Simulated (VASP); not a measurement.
# AgBr (I4/mmm) in VASP: notebook, part 2 of 3

VASP 6.6.1.

### Step 4. Electric field gradients, PBE (zz strain of +2 %)

INCAR

```
ALGO     = Normal         # electronic algorithm
EDIFF    = 1E-8           # SCF threshold, eV
ENCUT    = 400            # plane-wave cutoff, eV
GGA      = PE             # functional
GGA_COMPAT= F            
ISIF     = 2              # what is computed and relaxed
ISMEAR   = -1             # smearing method
LASPH    = T              # aspherical terms in the spheres
LCHARG   = F              # write CHGCAR
LEFG     = T            
LREAL    = F              # projectors in reciprocal space
LWAVE    = F              # write WAVECAR
NBANDS   = 16             # bands
NELM     = 120            # most SCF steps
PREC     = Accurate       # precision mode
SIGMA    = 0.03           # smearing width, eV
```

KPOINTS

```
k-points
0
Gamma
  7 7 7
```

POSCAR

```
AgBr
1.0
    0.0000000000      2.8860500000      2.9437710000
    2.8860500000      0.0000000000      2.9437710000
    2.8860500000      2.8860500000      0.0000000000
Ag Br
1 1
Direct
    0.5000000000      0.5000000000      0.5000000000
    0.0000000000      0.0000000000      0.0000000000
```

Potentials or basis: VASP PAW PBE potentials, release 64 (Ag, Br).

Run with:

```bash
> cat potpaw_PBE.64/Ag/POTCAR potpaw_PBE.64/Br/POTCAR > POTCAR
> mpirun -np 1 vasp_std > vasp.out
```

OUTCAR:

```text
EDIFF = 1E-8
   ENCUT = 400
   GGA = PE
   ISIF = 2
   ISMEAR = -1
   LASPH = T
   LREAL = F
   NELM = 120
   PREC = Accurate

 ion  position               nearest neighbor table
   1  0.500  0.500  0.500-   2 2.89   2 2.89   2 2.89   2 2.89   2 2.94   2 2.94
   2  0.000  0.000  0.000-   1 2.89   1 2.89   1 2.89   1 2.89   1 2.94   1 2.94

  LATTYP: Found a body centered tetragonal cell.
 ALAT       =     4.0814910517
 C/A-ratio  =     1.4424978336

  Lattice vectors:

 A1 = (  -2.8860500000,   0.0000000000,   2.9437710000)
 A2 = (   2.8860500000,   0.0000000000,   2.9437710000)
 A3 = (   0.0000000000,   2.8860500000,  -2.9437710000)

Analysis of symmetry for initial positions (statically):
=====================================================================
 Subroutine PRICEL returns:
 Original cell was already a primitive cell.

 Routine SETGRP: Setting up the symmetry group for a
 body centered tetragonal supercell.

 Subroutine GETGRP returns: Found 16 space group operations
 (whereof 16 operations were pure point group operations)
 out of a pool of 16 trial point group operations.

The static configuration has the point symmetry D_4h.

Analysis of symmetry for dynamics (positions and initial velocities):
=====================================================================
 Subroutine PRICEL returns:
 Original cell was already a primitive cell.

 Routine SETGRP: Setting up the symmetry group for a
 body centered tetragonal supercell.

[... 158 lines left out ...]
 k-point     1 :       0.0000    0.0000    0.0000
  band No.  band energies     occupation
      1     -11.6706      2.00000
      2       0.5062      2.00000
      3       0.5282      2.00000
      4       0.5388      2.00000
      5       0.5477      2.00000
      6       0.5477      2.00000
[... 433 lines left out ...]
      3      -0.6691      2.00000
      4      -0.5075      2.00000
      5       0.7483      2.00000
      6       0.8282      2.00000
[... 8 lines left out ...]
     15      16.0751      0.00000
     16      17.4458      0.00000

 [... further k-points ...]

------------------------ aborting loop because EDIFF is reached ----------------------------------------

  FORCE on cell =-STRESS in cart. coord.  units (eV):
  Direction    XX          YY          ZZ          XY          YZ          ZX
  --------------------------------------------------------------------------------------
  -------------------------------------------------------------------------------------
  Total        0.1851447      0.1851447      0.0350414      0.0000000     -0.0000000      0.0000000
  in kB        6.0489523      6.0489523      1.1448536      0.0000000     -0.0000000      0.0000000
  external PRESSURE =       4.4142527 kB  Pullay stress =       0.0000000 kB

 VOLUME and BASIS-vectors are now :
 -----------------------------------------------------------------------------
  energy-cutoff  :      400.00
  volume of cell :       49.04
      direct lattice vectors                 reciprocal lattice vectors
     0.000000000  2.886050000  2.943771000    -0.173247172  0.173247172  0.169850168
     2.886050000  0.000000000  2.943771000     0.173247172 -0.173247172  0.169850168
     2.886050000  2.886050000  0.000000000     0.173247172  0.173247172 -0.169850168

 POSITION                                       TOTAL-FORCE (eV/Angst)
 -----------------------------------------------------------------------------------
      2.88605      2.88605      2.94377         0.000000      0.000000      0.000000
      0.00000      0.00000      0.00000         0.000000      0.000000      0.000000
 -----------------------------------------------------------------------------------
    total drift:                                0.000000      0.000000      0.000000

  FREE ENERGIE OF THE ION-ELECTRON SYSTEM (eV)
  ---------------------------------------------------
  free  energy   TOTEN  =        -4.9968934367 eV

  energy  without entropy=       -4.9968932695  energy(sigma->0) =       -4.99689335

 Electric field gradients (V/A^2)
---------------------------------------------------------------------
 ion       V_xx      V_yy      V_zz      V_xy      V_xz      V_yz
---------------------------------------------------------------------
   1      -5.214    -5.214    10.427    -0.001    -0.001    -0.001
   2       9.835     9.835   -19.671     0.001     0.001     0.001
---------------------------------------------------------------------

 Electric field gradients after diagonalization (V/A^2)
 (convention: |V_zz| > |V_xx| > |V_yy|)
----------------------------------------------------------------------
 ion       V_xx      V_yy      V_zz     asymmetry (V_yy - V_xx)/ V_zz
----------------------------------------------------------------------
   1      -5.215    -5.212    10.427       0.000
   2       9.836     9.835   -19.671       0.000
----------------------------------------------------------------------

           NMR quadrupolar parameters

 Cq : quadrupolar parameter    Cq=e*Q*V_zz/h
 eta: asymmetry parameters     (V_yy - V_xx)/ V_zz
 Q  : nuclear electric quadrupole moment in mb (millibarn)
----------------------------------------------------------------------
 ion       Cq(MHz)       eta       Q (mb)
----------------------------------------------------------------------
   1       0.025       0.000       1.000
   2      -0.048       0.000       1.000
----------------------------------------------------------------------
```

OSZICAR:

```text
N       E                     dE             d eps       ncg     rms          rms(c)
DAV:   1     0.742182330045E+02    0.74218E+02   -0.72938E+03  1280   0.819E+02
DAV:   2    -0.291247404507E+01   -0.77131E+02   -0.71455E+02  1624   0.185E+02
DAV:   3    -0.510880306509E+01   -0.21963E+01   -0.21916E+01  1464   0.315E+01
DAV:   4    -0.511710107847E+01   -0.82980E-02   -0.82976E-02  1720   0.229E+00
DAV:   5    -0.511716853620E+01   -0.67458E-04   -0.67457E-04  1512   0.197E-01    0.542E+00
DAV:   6    -0.500112510613E+01    0.11604E+00   -0.17912E-01  1568   0.594E+00    0.356E+00
DAV:   7    -0.499674956447E+01    0.43755E-02   -0.61733E-02  1504   0.163E+00    0.151E+00
DAV:   8    -0.499681970884E+01   -0.70144E-04   -0.41983E-03  1512   0.636E-01    0.258E-01
DAV:   9    -0.499686148304E+01   -0.41774E-04   -0.48786E-04  1632   0.234E-01    0.357E-02
DAV:  10    -0.499688685491E+01   -0.25372E-04   -0.39585E-05  1704   0.787E-02    0.223E-02
DAV:  11    -0.499689367019E+01   -0.68153E-05   -0.13350E-05  1520   0.285E-02    0.591E-03
DAV:  12    -0.499689348536E+01    0.18483E-06   -0.87255E-07  1576   0.801E-03    0.223E-03
DAV:  13    -0.499689344598E+01    0.39377E-07   -0.14232E-07  1560   0.324E-03    0.348E-04
DAV:  14    -0.499689343672E+01    0.92678E-08   -0.16217E-08  1528   0.102E-03
   1 F= -.49968934E+01 E0= -.49968934E+01  d E =-.167202E-06
```

Wall time 26 s (1 thread of Intel Xeon Platinum 8375C at 2.90GHz (Ice Lake), shared host); peak memory 0.16 GiB.

Results:

* Free energy: -4.9969 eV
* Pressure: 0.4 GPa
* Band gap on the k mesh: 0.69 eV (least direct gap 2.44 eV)
* Largest electric field gradient by atom: Ag +10.4; Br -19.7 V/Å²

Levels at points of the mesh, in eV from the valence-band top:
```csv
k point,band 6,band 7,band 8,band 9,band 10,band 11,band 12,band 13
"(0.00, 0.00, 0.00)",-2.62,-1.82,-1.82,-1.75,0.69,9.89,9.96,9.96
```

Electric field gradients, principal values (V/Å²):
```tsv
atom	least	middle	greatest (by size)
1 Ag	-5.212	-5.215	10.427
2 Br	9.835	9.836	-19.671
```

Caveat: the cell differs from its parent crystal (zz strain of +2 %); semilocal functionals underestimate gaps, and a narrow one can read as zero; without QUAD_EFG the Cq values of the log hold for a quadrupole moment of 1 mb, not for the nuclei. A k mesh can miss the band edges.

### Step 5. Electric field gradients, PBE (zz strain of +2 %)

INCAR

```
SYSTEM = AgBr
PREC = Accurate
ENCUT = 400
EDIFF = 1E-8
ISMEAR = -1
SIGMA = 0.03
LREAL = .False.
LASPH = .True.
NELM = 120
ALGO = Normal
ISIF = 2
LWAVE = .False.
LCHARG = .False.
GGA = PE
LEFG = .True.
NBANDS = 16
GGA_COMPAT = .False.
```

KPOINTS

```
regular mesh
0
Gamma
  7 7 7
  0 0 0
```

POSCAR is that of step 4.

Potentials or basis: VASP PAW PBE potentials, release 64 (Ag, Br).

Run with:

```bash
> cat potpaw_PBE.64/Ag/POTCAR potpaw_PBE.64/Br/POTCAR > POTCAR
> mpirun -np 1 vasp_std > vasp.out
```

OUTCAR:

```text
SYSTEM = AgBr
   PREC = Accurate
   ENCUT = 400
   EDIFF = 1E-8
   ISMEAR = -1
   LREAL = .False.
   LASPH = .True.
   NELM = 120
   ISIF = 2
   GGA = PE

 ion  position               nearest neighbor table
   1  0.500  0.500  0.500-   2 2.89   2 2.89   2 2.89   2 2.89   2 2.94   2 2.94
   2  0.000  0.000  0.000-   1 2.89   1 2.89   1 2.89   1 2.89   1 2.94   1 2.94

  LATTYP: Found a body centered tetragonal cell.
 ALAT       =     4.0814910517
 C/A-ratio  =     1.4424978336

  Lattice vectors:

 A1 = (  -2.8860500000,   0.0000000000,   2.9437710000)
 A2 = (   2.8860500000,   0.0000000000,   2.9437710000)
 A3 = (   0.0000000000,   2.8860500000,  -2.9437710000)

Analysis of symmetry for initial positions (statically):
=====================================================================
 Subroutine PRICEL returns:
 Original cell was already a primitive cell.

 Routine SETGRP: Setting up the symmetry group for a
 body centered tetragonal supercell.

 Subroutine GETGRP returns: Found 16 space group operations
 (whereof 16 operations were pure point group operations)
 out of a pool of 16 trial point group operations.

The static configuration has the point symmetry D_4h.

Analysis of symmetry for dynamics (positions and initial velocities):
=====================================================================
 Subroutine PRICEL returns:
 Original cell was already a primitive cell.

 Routine SETGRP: Setting up the symmetry group for a
 body centered tetragonal supercell.

 Subroutine GETGRP returns: Found 16 space group operations
 (whereof 16 operations were pure point group operations)
[... 161 lines left out ...]
      4       0.5388      2.00000
      5       0.5477      2.00000
      6       0.5477      2.00000
[... 433 lines left out ...]
      3      -0.6691      2.00000
      4      -0.5075      2.00000
      5       0.7483      2.00000
      6       0.8282      2.00000
[... 8 lines left out ...]
     15      16.0751      0.00000
     16      17.4458      0.00000

 [... further k-points ...]

------------------------ aborting loop because EDIFF is reached ----------------------------------------

  FORCE on cell =-STRESS in cart. coord.  units (eV):
  Direction    XX          YY          ZZ          XY          YZ          ZX
  --------------------------------------------------------------------------------------
  -------------------------------------------------------------------------------------
  Total        0.1851447      0.1851447      0.0350414      0.0000000     -0.0000000      0.0000000
  in kB        6.0489523      6.0489523      1.1448536      0.0000000     -0.0000000      0.0000000
  external PRESSURE =       4.4142527 kB  Pullay stress =       0.0000000 kB

 VOLUME and BASIS-vectors are now :
 -----------------------------------------------------------------------------
  energy-cutoff  :      400.00
  volume of cell :       49.04
      direct lattice vectors                 reciprocal lattice vectors
     0.000000000  2.886050000  2.943771000    -0.173247172  0.173247172  0.169850168
     2.886050000  0.000000000  2.943771000     0.173247172 -0.173247172  0.169850168
     2.886050000  2.886050000  0.000000000     0.173247172  0.173247172 -0.169850168

 POSITION                                       TOTAL-FORCE (eV/Angst)
 -----------------------------------------------------------------------------------
      2.88605      2.88605      2.94377         0.000000      0.000000      0.000000
      0.00000      0.00000      0.00000         0.000000      0.000000      0.000000
 -----------------------------------------------------------------------------------
    total drift:                                0.000000      0.000000      0.000000

  FREE ENERGIE OF THE ION-ELECTRON SYSTEM (eV)
  ---------------------------------------------------
  free  energy   TOTEN  =        -4.9968934367 eV

  energy  without entropy=       -4.9968932695  energy(sigma->0) =       -4.99689335

 Electric field gradients (V/A^2)
---------------------------------------------------------------------
 ion       V_xx      V_yy      V_zz      V_xy      V_xz      V_yz
---------------------------------------------------------------------
   1      -5.214    -5.214    10.427    -0.001    -0.001    -0.001
   2       9.835     9.835   -19.671     0.001     0.001     0.001
---------------------------------------------------------------------

 Electric field gradients after diagonalization (V/A^2)
 (convention: |V_zz| > |V_xx| > |V_yy|)
----------------------------------------------------------------------
 ion       V_xx      V_yy      V_zz     asymmetry (V_yy - V_xx)/ V_zz
----------------------------------------------------------------------
   1      -5.215    -5.212    10.427       0.000
   2       9.836     9.835   -19.671       0.000
----------------------------------------------------------------------

           NMR quadrupolar parameters

 Cq : quadrupolar parameter    Cq=e*Q*V_zz/h
 eta: asymmetry parameters     (V_yy - V_xx)/ V_zz
 Q  : nuclear electric quadrupole moment in mb (millibarn)
----------------------------------------------------------------------
 ion       Cq(MHz)       eta       Q (mb)
----------------------------------------------------------------------
   1       0.025       0.000       1.000
   2      -0.048       0.000       1.000
----------------------------------------------------------------------
```

It took 27 s on 1 thread of Intel Xeon Platinum 8375C at 2.90GHz (Ice Lake), shared host; peak memory 0.16 GiB.

What came out:

* Free energy: -4.9969 eV
* Pressure: 0.4 GPa
* Band gap on the k mesh: 0.69 eV (least direct gap 2.44 eV)
* Largest electric field gradient by atom: Ag +10.4; Br -19.7 V/Å²

Stress tensor (GPa, compression positive):
```
0.60 0.00 0.00
0.00 0.60 0.00
0.00 0.00 0.11
```

Levels at points of the mesh, in eV from the valence-band top:
```csv
k point,band 5,band 6,band 7,band 8,band 9,band 10,band 11,band 12,band 13,band 14
"(0.00, 0.00, 0.00)",-2.62,-2.62,-1.82,-1.82,-1.75,0.69,9.89,9.96,9.96,11.24
```

Electric field gradients, principal values (V/Å²):
```tsv
atom	least	middle	greatest (by size)
1 Ag	-5.212	-5.215	10.427
2 Br	9.835	9.836	-19.671
```

Caveat: the cell differs from its parent crystal (zz strain of +2 %); semilocal functionals underestimate gaps, and a narrow one can read as zero; without QUAD_EFG the Cq values of the log hold for a quadrupole moment of 1 mb, not for the nuclei.

[end of part 2 of 3]
